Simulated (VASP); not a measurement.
# PbO (Pm-3m) in VASP: notebook

Runs on PbO. Level: HSE06. Tasks: single point.

Program: VASP 6.6.1. These are calculated values, not measurements. Logs are shortened: lines on timing, memory, paths and dates and some standing lists are left out, and cuts for length are marked.

### Step 1. The cell of the first run

The structure is cubic, space group Pm-3m (No. 221). The conventional cell has a = 3.179 Å, b = 3.179 Å, c = 3.179 Å, α = 90.00°, β = 90.00°, γ = 90.00°. Within 3.6 Å of Pb (site symmetry m-3m) lie 8 O at 2.75 Å and 6 Pb at 3.18 Å. O (site symmetry m-3m) has 8 Pb at 2.75 Å and 6 O at 3.18 Å within 3.6 Å.

### Step 2. Single point, HSE06

POSCAR

```
PbO
1.0
    3.1793716482      0.0000000000      0.0000000000
    0.0000000000      3.1793716482      0.0000000000
    0.0000000000      0.0000000000      3.1793716482
Pb O
1 1
Direct
    0.0000000000      0.0000000000      0.0000000000
    0.5000000000      0.5000000000      0.5000000000
```

INCAR.step1

```
PREC = Accurate
ENCUT = 520
EDIFF = 1E-5
ISMEAR = 1
SIGMA = 0.2
LREAL = F
LASPH = T
NELM = 100
ALGO = Normal
ISIF = 2
LWAVE = T
LCHARG = F
GGA = PE
NBANDS = 17
```

INCAR.step2

```
PREC = Accurate
ENCUT = 520
EDIFF = 1E-6
ISMEAR = 1
SIGMA = 0.2
LREAL = F
LASPH = T
NELM = 100
ALGO = Normal
ISIF = 2
LWAVE = F
LCHARG = F
GGA = PE
LHFCALC = T
HFSCREEN = 0.2079
PRECFOCK = Normal
ISTART = 1
NBANDS = 17
```

KPOINTS

```
Automatic mesh
0
Gamma
  4 4 4
```

Potentials or basis: VASP PAW PBE potentials, release 64 (Pb_d, O).

Run with:

```
cat potpaw_PBE.64/Pb_d/POTCAR potpaw_PBE.64/O/POTCAR > POTCAR
cp INCAR.step1 INCAR
mpirun -np 1 vasp_std > vasp.out
cp INCAR.step2 INCAR
mpirun -np 1 vasp_std > vasp.out
```

OUTCAR:

```text
PREC = Accurate
   ENCUT = 520
   EDIFF = 1E-6
   ISMEAR = 1
   LREAL = F
   LASPH = T
   NELM = 100
   ISIF = 2
   GGA = PE
   LHFCALC = T
   HFSCREEN = 0.2079
   PRECFOCK = Normal
   ISTART = 1

 ion  position               nearest neighbor table
   1  0.000  0.000  0.000-   2 2.75   2 2.75   2 2.75   2 2.75   2 2.75   2 2.75   2 2.75   2 2.75

   2  0.500  0.500  0.500-   1 2.75   1 2.75   1 2.75   1 2.75   1 2.75   1 2.75   1 2.75   1 2.75

  LATTYP: Found a simple cubic cell.
 ALAT       =     3.1793716482

  Lattice vectors:

 A1 = (   3.1793716482,   0.0000000000,   0.0000000000)
 A2 = (   0.0000000000,   3.1793716482,   0.0000000000)
 A3 = (   0.0000000000,   0.0000000000,   3.1793716482)

Analysis of symmetry for initial positions (statically):
=====================================================================
 Subroutine PRICEL returns:
 Original cell was already a primitive cell.

 Routine SETGRP: Setting up the symmetry group for a
 simple cubic supercell.

 Subroutine GETGRP returns: Found 48 space group operations
 (whereof 48 operations were pure point group operations)
 out of a pool of 48 trial point group operations.

The static configuration has the point symmetry O_h .

Analysis of symmetry for dynamics (positions and initial velocities):
=====================================================================
 Subroutine PRICEL returns:
 Original cell was already a primitive cell.

 Routine SETGRP: Setting up the symmetry group for a
 simple cubic supercell.

 Subroutine GETGRP returns: Found 48 space group operations
 (whereof 48 operations were pure point group operations)
 out of a pool of 48 trial point group operations.

The dynamic configuration has the point symmetry O_h .

 Subroutine INISYM returns: Found 48 space group operations
 (whereof 48 operations are pure point group operations),
 and found     1 'primitive' translations

----------------------------------------------------------------------------------------

                                     Primitive cell

  volume of cell :      32.1384

  direct lattice vectors                    reciprocal lattice vectors
     3.179371648  0.000000000  0.000000000     0.314527558  0.000000000  0.000000000
     0.000000000  3.179371648  0.000000000     0.000000000  0.314527558  0.000000000
     0.000000000  0.000000000  3.179371648     0.000000000  0.000000000  0.314527558

  length of vectors
     3.179371648  3.179371648  3.179371648     0.314527558  0.314527558  0.314527558

  position of ions in fractional coordinates (direct lattice)
     0.000000000  0.000000000  0.000000000
     0.500000000  0.500000000  0.500000000

  ion indices of the primitive-cell ions
   primitive index   ion index
                 1           1
                 2           2

----------------------------------------------------------------------------------------

 KPOINTS: Automatic mesh

Automatic generation of k-mesh.
 Grid dimensions read from file:
 generate k-points for:    4    4    4

 Generating k-lattice:

  Cartesian coordinates                     Fractional coordinates (reciprocal lattice)
     0.078631889  0.000000000  0.000000000     0.250000000  0.000000000  0.000000000
     0.000000000  0.078631889  0.000000000     0.000000000  0.250000000  0.000000000
     0.000000000  0.000000000  0.078631889     0.000000000  0.000000000  0.250000000

  Length of vectors
     0.078631889  0.078631889  0.078631889

  Shift w.r.t. Gamma in fractional coordinates (k-lattice)
     0.000000000  0.000000000  0.000000000

 Subroutine IBZKPT returns following result:
 ===========================================

 Found     10 irreducible k-points:

 Following reciprocal coordinates:
            Coordinates               Weight
  0.000000  0.000000  0.000000      1.000000
  0.250000  0.000000  0.000000      6.000000
  0.500000  0.000000  0.000000      3.000000
  0.250000  0.250000  0.000000     12.000000
  0.500000  0.250000  0.000000     12.000000
  0.500000  0.500000  0.000000      3.000000
  0.250000  0.250000  0.250000      8.000000
  0.500000  0.250000  0.250000     12.000000
  0.500000  0.500000  0.250000      6.000000
  0.500000  0.500000  0.500000      1.000000
   k-points           NKPTS =     10   k-points in BZ     NKDIM =     64   number of bands    NBANDS=     17
   number of dos      NEDOS =    301   number of ions     NIONS =      2
   total plane-waves  NPLWV =  13824
   dimension x,y,z NGX =    24 NGY =   24 NGZ =   24
   dimension x,y,z NGXF=    48 NGYF=   48 NGZF=   48
   ions per type =               1   1
   NGX,Y,Z   is equivalent  to a cutoff of  12.55, 12.55, 12.55 a.u.
   NGXF,Y,Z  is equivalent  to a cutoff of  25.10, 25.10, 25.10 a.u.
 SYSTEM =  unknown system
   PREC   = accura    normal or accurate (medium, high low for compatibility)
   ISTART =      1    job   : 0-new  1-cont  2-samecut
   ICHARG =      0    charge: 1-file 2-atom 10-const
   ISPIN  =      1    spin polarized calculation?
   LNONCOLLINEAR =      F non collinear calculations
   LSORBIT =      F    spin-orbit coupling
   LASPH  =      T    aspherical Exc in radial PAW
   ENCUT  =  520.0 eV  38.22 Ry    6.18 a.u.   5.91  5.91  5.91*2*pi/ulx,y,z
   NELM   =    100;   NELMIN=  2; NELMDL=  0     # of ELM steps
   EDIFF  = 0.1E-05   stopping-criterion for ELM
   LREAL  =      F    real-space projection
   EDIFFG = 0.1E-04   stopping-criterion for IOM
   NSW    =      0    number of steps for IOM
   IBRION =     -1    ionic relax: 0-MD 1-quasi-New 2-CG
   NFREE  =      0    steps in history (QN), initial steepest desc. (CG)
   ISIF   =      2    stress and relaxation
   ISYM   =      3    0-nonsym 1-usesym 2-fastsym
   POTIM  = 0.5000    time-step for ionic-motion
   TEBEG  =    0.0;   TEEND  =   0.0 temperature during run
   PSTRESS=    0.0 pullay stress
   NELECT =      20.0000    total number of electrons
   NUPDOWN=      -1.0000    fix difference up-down
   EMIN   =  10.00;   EMAX   =-10.00  energy-range for DOS
   EFERMI =   0.00;   METHOD = LEGACY
   ISMEAR =     1;   SIGMA  =   0.20  broadening in eV -4-tet -1-fermi 0-gaus
   EFERMI_NEDOS =   21; number of points for ismear=-14 and -15
   IALGO  =     38    algorithm
   IMIX   =      1    mixing-type and parameters
     AMIX     =   0.40;   BMIX     =  1.00
     AMIX_MAG =   1.60;   BMIX_MAG =  1.00
  volume/ion in A,a.u.               =      16.07       108.44
  Fermi-wavevector in a.u.,A,eV,Ry     =   1.397688  2.641247 26.579408  1.953531
  Thomas-Fermi vector in A             =   2.520920
   LORBIT       =      0    0 simple, 1 ext, 2 COOP (PROOUT), +10 PAW based schemes
   GGA     = PE    functional components
   LHFCALC =     T    Hartree Fock is set to
   PRECFOCK=normal    Normal, Fast or Accurate (Low or Medium for compatibility)
   ENCUT4O =  -1.0   cutoff for four orbital integrals eV
   NKREDX  =     1    reduce k-point grid by
   NKREDY  =     1    reduce k-point grid by
   NKREDZ  =     1    reduce k-point grid by
   AEXX    =    0.2500 exact exchange contribution
   HFSCREEN=    0.2079 screening length (either q_TF or 0.3 A-1)
   HFSCREENC=   0.2079 screening length for correlation (either q_TF or 0.3 A-1)
   ENCUTFOCK=  -1.0 apply spherical cutoff to Coloumb kernel
   IVDW    =     0    specifies the selected vdW correction
   LEPSILON=     F    determine dielectric tensor
   LRPA    =     F    only Hartree local field effects (RPA)
 non-spin polarized calculation
 Methfessel and Paxton  Order N= 1 SIGMA  =   0.20
  energy-cutoff  :      520.00
  volume of cell :       32.14
 maximum number of plane-waves:       912
 NGX is ok and might be reduce to    24
  NGX = 18; NGY = 18; NGZ = 18

 number of electron      19.9999997 magnetization

 Free energy of the ion-electron system (eV)
  ---------------------------------------------------
  ext. energy  EPLUGINS =         0.00000000
  ---------------------------------------------------
  free energy    TOTEN  =       -11.96850948 eV

  energy without entropy =      -11.97037534  energy(sigma->0) =      -11.96913144

 E-fermi :   6.9363     XC(G=0):  -9.3055

 val. band max:        6.7402176189   @ k =   0.5000   0.0000   0.0000
 cond. band min:       7.1323302380   @ k =   0.5000   0.0000   0.0000
 fundamental gap:      0.3921126191
 Fermi energy:         6.9362669641

 k-point     1 :       0.0000    0.0000    0.0000
  band No.  band energies     occupation
      1     -12.5976      2.00000
      2     -11.7616      2.00000
      3     -11.7616      2.00000
      4     -11.0558      2.00000
      5     -11.0558      2.00000
      6     -11.0558      2.00000
[... 9 lines left out ...]
     16      25.6630      0.00000
     17      27.0193      0.00000

 k-point     2 :       0.2500    0.0000    0.0000
  band No.  band energies     occupation
      1     -12.2520      2.00000
      2     -11.7427      2.00000
      3     -11.5168      2.00000
      4     -11.1576      2.00000
      5     -11.1576      2.00000
      6     -11.0477      2.00000
[... 9 lines left out ...]
     16      23.6033      0.00000
     17      26.3620      0.00000

 k-point     3 :       0.5000    0.0000    0.0000
  band No.  band energies     occupation
      1     -11.8499      2.00000
      2     -11.7237      2.00000
      3     -11.2937      2.00000
      4     -11.2568      2.00000
      5     -11.2568      2.00000
      6     -11.0394      2.00000
[... 9 lines left out ...]
     16      25.1572      0.00000
     17      25.3024      0.00000

 k-point     4 :       0.2500    0.2500    0.0000
  band No.  band energies     occupation
      1     -12.2416      2.00000
      2     -11.6224      2.00000
      3     -11.3568      2.00000
      4     -11.1500      2.00000
      5     -11.1351      2.00000
      6     -10.9589      2.00000
[... 9 lines left out ...]
     16      24.2167      0.00000
     17      25.2470      0.00000

 k-point     5 :       0.5000    0.2500    0.0000
  band No.  band energies     occupation
      1     -12.2706      2.00000
      2     -11.5779      2.00000
      3     -11.2355      2.00000
      4     -11.1275      2.00000
      5     -11.1227      2.00000
      6     -10.6859      2.00000
[... 9 lines left out ...]
     16      23.4469      0.00000
     17      25.4624      0.00000

 k-point     6 :       0.5000    0.5000    0.0000
  band No.  band energies     occupation
      1     -12.5064      2.00000
      2     -11.5001      2.00000
      3     -11.2140      2.00000
      4     -11.2140      2.00000
      5     -10.8845      2.00000
      6     -10.2780      2.00000
[... 9 lines left out ...]
     16      24.4069      0.00000
     17      24.4665      0.00000

 k-point     7 :       0.2500    0.2500    0.2500
  band No.  band energies     occupation
      1     -12.1956      2.00000
      2     -11.3457      2.00000
      3     -11.3457      2.00000
      4     -11.2536      2.00000
      5     -11.2536      2.00000
      6     -10.7416      2.00000
[... 9 lines left out ...]
     16      23.9140      0.00000
     17      26.3092      0.00000

 k-point     8 :       0.5000    0.2500    0.2500
  band No.  band energies     occupation
      1     -12.1919      2.00000
      2     -11.3787      2.00000
      3     -11.3242      2.00000
      4     -11.2491      2.00000
      5     -11.0588      2.00000
      6     -10.5875      2.00000
[... 9 lines left out ...]
     16      23.0099      0.00000
     17      27.1167      0.00000

 k-point     9 :       0.5000    0.5000    0.2500
  band No.  band energies     occupation
      1     -12.1776      2.00000
      2     -11.3615      2.00000
      3     -11.3615      2.00000
      4     -11.1894      2.00000
      5     -10.8786      2.00000
      6     -10.5808      2.00000
[... 9 lines left out ...]
     16      21.9569      0.00000
     17      29.0856      0.00000

 k-point    10 :       0.5000    0.5000    0.5000
  band No.  band energies     occupation
      1     -11.5024      2.00000
      2     -11.5024      2.00000
      3     -11.5024      2.00000
      4     -11.2319      2.00000
      5     -10.8727      2.00000
      6     -10.8727      2.00000
[... 9 lines left out ...]
     16      21.5501      0.00000
     17      27.2445      0.00000

------------------------ aborting loop because EDIFF is reached ----------------------------------------

  FORCE on cell =-STRESS in cart. coord.  units (eV):
  Direction    XX          YY          ZZ          XY          YZ          ZX
  --------------------------------------------------------------------------------------
  -------------------------------------------------------------------------------------
  Total       -0.2471244     -0.2471244     -0.2471244      0.0000000      0.0000000     -0.0000000
  in kB      -12.3197608    -12.3197608    -12.3197608      0.0000000      0.0000000     -0.0000000
  external PRESSURE =     -12.3197608 kB  Pullay stress =       0.0000000 kB

 VOLUME and BASIS-vectors are now :
 -----------------------------------------------------------------------------
  energy-cutoff  :      520.00
  volume of cell :       32.14
      direct lattice vectors                 reciprocal lattice vectors
     3.179371648  0.000000000  0.000000000     0.314527558  0.000000000  0.000000000
     0.000000000  3.179371648  0.000000000     0.000000000  0.314527558  0.000000000
     0.000000000  0.000000000  3.179371648     0.000000000  0.000000000  0.314527558

 POSITION                                       TOTAL-FORCE (eV/Angst)
 -----------------------------------------------------------------------------------
      0.00000      0.00000      0.00000         0.000000      0.000000      0.000000
      1.58969      1.58969      1.58969         0.000000      0.000000      0.000000
 -----------------------------------------------------------------------------------
    total drift:                                0.000002      0.000002      0.000003

  FREE ENERGIE OF THE ION-ELECTRON SYSTEM (eV)
  ---------------------------------------------------
  free  energy   TOTEN  =       -11.9685094828 eV

  energy  without entropy=      -11.9703753407  energy(sigma->0) =      -11.96913144
```

Run time: 13 min. Hardware: 1 thread of AMD EPYC 7R13, shared host; peak memory 0.22 GiB.

What came out:

- Free energy: -11.9685 eV
- Pressure: -1.2 GPa
- Band gap on the k mesh: 0.39 eV, direct

Levels at points of the mesh, in eV from the valence-band top:
| k point | band 7 | band 8 | band 9 | band 10 | band 11 | band 12 | band 13 | band 14 |
| --- | --- | --- | --- | --- | --- | --- | --- | --- |
| (0.00, 0.00, 0.00) | -8.95 | -2.33 | -2.33 | -2.33 | 9.95 | 9.95 | 9.95 | 10.73 |
| (0.50, 0.00, 0.00) | -9.91 | -1.45 | -1.45 | 0.00 | 0.39 | 8.97 | 8.97 | 12.11 |
| (0.50, 0.50, 0.00) | -6.15 | -5.26 | -5.26 | -1.45 | 4.90 | 4.90 | 10.87 | 12.16 |
| (0.50, 0.50, 0.50) | -3.24 | -2.83 | -2.83 | -2.83 | 1.38 | 1.38 | 1.38 | 14.81 |

Caveat: the k points lie up to 0.49 Å⁻¹ apart; the PAW data sets were made with another functional, which shifts forces and pressure a little; spin-orbit coupling is left out, which moves the levels of the heavy elements.

### Step 3. Single point, HSE06

POSCAR is that of step 2.

INCAR.step1

```
  PREC = Accurate
  ENCUT = 520
  EDIFF = 1E-5
  ISMEAR = 1
  SIGMA = 0.5
  LREAL = F
  LASPH = T
  NELM = 80
  ALGO = Normal
  ISIF = 2
  LWAVE = T
  LCHARG = F
  GGA = PE
  NBANDS = 17
```

INCAR.step2

```
  PREC = Accurate
  ENCUT = 520
  EDIFF = 1E-6
  ISMEAR = 1
  SIGMA = 0.5
  LREAL = F
  LASPH = T
  NELM = 80
  ALGO = Normal
  ISIF = 2
  LWAVE = F
  LCHARG = F
  GGA = PE
  LHFCALC = T
  HFSCREEN = 0.2079
  PRECFOCK = Normal
  ISTART = 1
  NBANDS = 17
```

KPOINTS

```
regular mesh
0
Gamma
  4 4 4
```

Potentials or basis: VASP PAW PBE potentials, release 64 (Pb_d, O).

Run with:

```
cat potpaw_PBE.64/Pb_d/POTCAR potpaw_PBE.64/O/POTCAR > POTCAR
cp INCAR.step1 INCAR
mpirun -np 1 vasp_std > vasp.out
cp INCAR.step2 INCAR
mpirun -np 1 vasp_std > vasp.out
```

Wall time 9.9 min (1 thread of AMD EPYC 7R13, shared host); peak memory 0.22 GiB.

The run converged. Its results:

| Item | Value |
| --- | --- |
| Free energy | -11.9670 eV |
| Pressure | -1.1 GPa |
| Band gap on the k mesh | 0.37 eV, direct |

Levels at points of the mesh, in eV from the valence-band top:
```csv
k point,band 8,band 9,band 10,band 11,band 12,band 13
"(0.00, 0.00, 0.00)",-2.34,-2.34,-2.34,9.91,9.91,9.91
"(0.50, 0.00, 0.00)",-1.44,-1.44,0.00,0.37,8.91,8.91
"(0.50, 0.50, 0.00)",-5.28,-5.28,-1.44,4.88,4.88,10.84
"(0.50, 0.50, 0.50)",-2.84,-2.84,-2.84,1.33,1.33,1.33
```

Caveat: the k points lie up to 0.49 Å⁻¹ apart; the PAW data sets were made with another functional, which shifts forces and pressure a little; spin-orbit coupling is left out, which moves the levels of the heavy elements. A k mesh can miss the band edges.
